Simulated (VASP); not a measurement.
# Mg9O8 (a cell with a defect) in VASP: further runs, part 2 of 2

VASP 6.6.1. The steps go on from the part before.

## 4. Single point, PBE

INCAR

```
  ALGO = Normal
  EDIFF = 1E-7
  ENCUT = 520
  GGA = PE
  ISIF = 2
  ISMEAR = 0
  LASPH = T
  LCHARG = F
  LREAL = Auto
  LWAVE = F
  NBANDS = 47
  NELM = 100
  PREC = Accurate
  SIGMA = 0.05
```

KPOINTS

```
k-points
0
Gamma
  2 2 2
```

POSCAR

```
Mg9O8
1.0
    0.0000000000      4.3915000000      4.3915000000
    4.3915000000      0.0000000000      4.3915000000
    4.3915000000      4.3915000000      0.0000000000
Mg O
9 8
Direct
    0.0030741205     -0.0015302289      0.0151324149
    0.0084867357      0.0102701810      0.5099857680
   -0.0503987248      0.5114646476      0.0090918820
   -0.0123718547      0.5120318798      0.5306282591
    0.5164097689     -0.0492124559      0.0047408630
    0.5145374018     -0.0112560628      0.5310385973
    0.4094257088      0.4118793123     -0.0863347376
    0.5383355346      0.5554950473      0.4758099738
    0.4803242628      0.4751563247      0.1826742571
    0.2499751793      0.2505982011      0.2860685415
    0.2617762723      0.2609278151      0.7842899920
    0.2331493795      0.7718858021      0.2899766595
    0.2505938745      0.7763586474      0.7315903450
    0.7789889559      0.2224403962      0.2830850507
    0.7703983832      0.2546486394      0.7272675623
    0.7674978937      0.7669768872      0.2461794375
    0.7796734601      0.7768072413      0.7301532506
```

The run is started by

```
cat potpaw_PBE.64/Mg/POTCAR potpaw_PBE.64/O/POTCAR > POTCAR
mpirun -np 1 vasp_std > vasp.out
```

It took 68 s on 1 thread of Intel Xeon 6975P-C (Granite Rapids), shared host; peak memory 0.33 GiB.

Results (log left out):

| Quantity | Value |
| --- | --- |
| Free energy | -85.3249 eV |
| Pressure | 17.9 GPa |
| Largest force | 0.418 eV/Å |
| Band gap on the k mesh | 0.03 eV |

Forces on the atoms (eV/Å):
```
Mg   0.008  0.001 -0.005
Mg   0.004  0.014  0.092
Mg   0.028 -0.181 -0.066
Mg   0.079 -0.053 -0.026
Mg  -0.179  0.033 -0.041
Mg  -0.059  0.074 -0.029
Mg  -0.117 -0.119 -0.192
Mg  -0.104 -0.091  0.023
Mg  -0.080 -0.095 -0.223
O    0.265  0.268  0.181
O    0.120  0.119  0.055
O   -0.003 -0.023  0.008
O    0.032  0.015  0.070
O    0.032  0.000  0.008
O    0.011  0.066  0.050
O   -0.008 -0.006  0.035
O   -0.030 -0.022  0.058
```

Stress tensor (GPa, compression positive):
```
18.73  5.17 -1.55
 5.17 18.62 -1.70
-1.55 -1.70 16.29
```

Levels at points of the mesh, in eV from the valence-band top:
```
           k point  band 29  band 30  band 31  band 32  band 33  band 34  band 35  band 36  band 37  band 38
(0.00, 0.00, 0.00)    -5.64    -5.49    -5.34    -5.19    -2.32     0.49     0.75     1.28     1.38     1.62
(0.50, 0.00, 0.00)    -5.78    -5.63    -5.44    -5.39    -0.48     0.17     1.28     1.87     2.53     2.98
(0.00, 0.50, 0.00)    -5.75    -5.62    -5.45    -5.40    -0.47     0.21     1.29     1.84     2.54     3.00
(0.00, 0.00, 0.50)    -5.86    -5.78    -5.61    -5.32    -0.34     0.22     1.63     1.72     2.40     2.98
(0.50, 0.50, 0.50)    -5.83    -5.77    -5.71    -5.36    -0.40     0.03     1.52     2.04     2.07     2.74
(0.50, 0.50, 0.00)    -5.99    -5.79    -5.71    -5.58     0.00     0.79     1.44     2.29     2.38     2.80
(0.00, 0.50, 0.50)    -5.96    -5.82    -5.77    -5.43    -0.03     0.77     1.72     2.10     2.25     2.99
(0.50, 0.00, 0.50)    -5.98    -5.80    -5.78    -5.42    -0.03     0.74     1.72     2.13     2.24     3.02
```

Caveat: the k points lie up to 0.62 Å⁻¹ apart.

## 5. Single point, PBE

INCAR

```
PREC = Accurate
ENCUT = 520
EDIFF = 1E-6
ISMEAR = 0
SIGMA = 0.05
LREAL = Auto
LASPH = True
NELM = 60
ALGO = Normal
ISIF = 2
LWAVE = False
LCHARG = False
GGA = PE
NBANDS = 47
```

KPOINTS

```
Automatic mesh
0
Gamma
  2 2 2
```

POSCAR

```
Mg9O8
1.0
    0.0000000000      4.3915000000      4.3915000000
    4.3915000000      0.0000000000      4.3915000000
    4.3915000000      4.3915000000      0.0000000000
Mg O
9 8
Direct
    0.0032589093      0.0002417170      0.0124641922
    0.0034803598      0.0042160993      0.5143588751
   -0.0220652397      0.5055232836      0.0136480701
    0.0059528635      0.5038904702      0.5155855630
    0.5092610725     -0.0220664921      0.0104410794
    0.5057285665      0.0070946146      0.5154489354
    0.4154051008      0.4171539337     -0.0699682341
    0.5270709325      0.5375721280      0.4912665376
    0.5329369236      0.5290132073      0.1165222589
    0.2327309575      0.2337135375      0.2760746897
    0.2613477172      0.2608526699      0.7742451326
    0.2434323124      0.7706833656      0.2870843675
    0.2435195264      0.7720371172      0.7358806786
    0.7757829899      0.2353193670      0.2824936810
    0.7674729591      0.2470056928      0.7322813390
    0.7611727200      0.7605476489      0.2515179324
    0.7648473187      0.7623481726      0.7596629853
```

Potentials or basis: VASP PAW PBE potentials, release 64 (Mg, O).

The run is started by

```
cat potpaw_PBE.64/Mg/POTCAR potpaw_PBE.64/O/POTCAR > POTCAR
mpirun -np 1 vasp_std > vasp.out
```

OUTCAR:

```text
PREC = Accurate
   ENCUT = 520
   EDIFF = 1E-6
   ISMEAR = 0
   LREAL = Auto
   LASPH = True
   NELM = 60
   ISIF = 2
   GGA = PE

 ion  position               nearest neighbor table
   1  0.003  0.000  0.012-  16 2.12  13 2.22  14 2.23  12 2.27  15 2.27  11 2.28   3 3.07   5 3.07
                             2 3.08   4 3.10   6 3.10   4 3.11   6 3.11   2 3.13   5 3.15   3 3.15
   2  0.003  0.004  0.514-  10 2.02  14 2.02  12 2.02  15 2.02  13 2.03  17 2.11   6 3.08   5 3.08
                             1 3.08   8 3.09   4 3.10   3 3.10   4 3.11   3 3.12   1 3.13   6 3.13
   3  0.978  0.506  0.014-  17 2.06  14 2.09  11 2.14  16 2.17  10 2.27   7 2.31  13 2.34   9 2.45
                             8 2.90   5 2.92   4 3.01   1 3.07   2 3.10   2 3.12   1 3.15   4 3.20
   4  0.006  0.504  0.516-  15 2.18  17 2.21  12 2.22  16 2.24  10 2.25  11 2.26   8 2.95   9 2.98
                             3 3.01   6 3.09   2 3.10   1 3.10   1 3.11   2 3.11   6 3.12   3 3.20
   5  0.509  0.978  0.010-  17 2.06  12 2.10  11 2.14  16 2.17  10 2.29   7 2.32  15 2.32   9 2.47
                             8 2.88   3 2.92   6 3.00   1 3.07   2 3.08   2 3.14   1 3.15   6 3.22
   6  0.506  0.007  0.515-  13 2.19  14 2.19  17 2.21  16 2.24  11 2.25  10 2.26   8 2.93   9 2.96
                             5 3.00   2 3.08   4 3.09   1 3.10   1 3.11   4 3.12   2 3.13   5 3.22
   7  0.415  0.417  0.930-  10 1.90  15 1.93  13 1.93   9 2.12   8 2.25   3 2.31   5 2.32  11 2.36
[... 600 lines left out ...]
     45      13.5111      0.00000
 [bands above 45 left out]

------------------------ aborting loop because EDIFF is reached ----------------------------------------

  FORCE on cell =-STRESS in cart. coord.  units (eV):
  Direction    XX          YY          ZZ          XY          YZ          ZX
  --------------------------------------------------------------------------------------
  -------------------------------------------------------------------------------------
  Total       17.7010186     17.9901288     16.6710394      6.4043316      3.7965864      3.5277601
  in kB      167.4326629    170.1673353    157.6901635     60.5781120     35.9116380     33.3688295
  external PRESSURE =     165.0967206 kB  Pullay stress =       0.0000000 kB

 VOLUME and BASIS-vectors are now :
 -----------------------------------------------------------------------------
  energy-cutoff  :      520.00
  volume of cell :      169.38
      direct lattice vectors                 reciprocal lattice vectors
     0.000000000  4.391500000  4.391500000    -0.113856313  0.113856313  0.113856313
     4.391500000  0.000000000  4.391500000     0.113856313 -0.113856313  0.113856313
     4.391500000  4.391500000  0.000000000     0.113856313  0.113856313 -0.113856313

 POSITION                                       TOTAL-FORCE (eV/Angst)
 -----------------------------------------------------------------------------------
      0.05580      0.06905      0.01537         0.001047     -0.010900      0.009843
      2.27732      2.27409      0.03380        -0.020637     -0.002962     -0.030363
      2.27994      4.35454      6.51461         0.089537      0.112973      0.080920
      4.47703      2.29034      2.23898        -0.061254      0.016624      0.005708
      4.34045      2.28227      6.53101         0.108420      0.089960      0.080391
      2.29475      4.48450      2.25206         0.007006     -0.078177     -0.006171
[... 9 lines left out ...]
      4.44449      4.44723      6.68264         0.007212      0.006079     -0.090013
      6.68391      6.69489      6.70668         0.061778      0.060099     -0.143889
 -----------------------------------------------------------------------------------
    total drift:                               -0.009855     -0.001531     -0.004650

  FREE ENERGIE OF THE ION-ELECTRON SYSTEM (eV)
  ---------------------------------------------------
  free  energy   TOTEN  =       -85.2641493456 eV

  energy  without entropy=      -85.2639140603  energy(sigma->0) =      -85.26403170
```

stdout:

```text
POSCAR found type information on POSCAR MgO
 POSCAR found :  2 types and      17 ions
 scaLAPACK will be used
 LDA part: xc-table for (Slater+PW92), standard interpolation
 POSCAR, INCAR and KPOINTS ok, starting setup
 FFT: planning ... GRIDC
 FFT: planning ... GRID_SOFT
 FFT: planning ... GRID
 WAVECAR not read
 entering main loop
```

Run time: 75 s. Hardware: 1 thread of Intel Xeon 6975P-C (Granite Rapids), shared host; peak memory 0.32 GiB.

Results:

- Free energy: -85.2641 eV
- Pressure: 16.5 GPa
- Largest force: 0.549 eV/Å
- Band gap on the k mesh: 0.20 eV

Forces in eV/Å, atoms in the order of the input:
```
Mg   0.001 -0.011  0.010
Mg  -0.021 -0.003 -0.030
Mg   0.090  0.113  0.081
Mg  -0.061  0.017  0.006
Mg   0.108  0.090  0.080
Mg   0.007 -0.078 -0.006
Mg  -0.020 -0.016 -0.087
Mg  -0.105 -0.033 -0.147
Mg  -0.213 -0.240  0.445
O    0.004 -0.005 -0.147
O    0.080  0.076  0.075
O   -0.030  0.051  0.037
O    0.001 -0.043 -0.056
O    0.133 -0.029  0.040
O   -0.042  0.045 -0.066
O    0.007  0.006 -0.090
O    0.062  0.060 -0.144
```

Stress tensor (GPa, compression positive):
```
16.74  6.06  3.34
 6.06 17.02  3.59
 3.34  3.59 15.77
```

Caveat: the k points lie up to 0.62 Å⁻¹ apart.

## 6. Summary

```tsv
cell	gap on the mesh (eV)	pressure (GPa)	largest force (eV/Å)
as given, atomic positions A	none	17.3	0.19
as given, atomic positions B	none	18.2	0.18
as given, atomic positions C	0.03	17.9	0.42
as given, atomic positions D	0.20	16.5	0.55
```

Alike in all rows: task single point; level PBE; potentials or basis VASP PAW PBE potentials, release 64 (Mg, O); no spin polarisation; k mesh 2 × 2 × 2; cutoff (eV) 520; smearing gaussian 0.05 eV.

Caveats: all runs use coarse meshes.

Absolute energies hang on the potentials; compare differences alone.
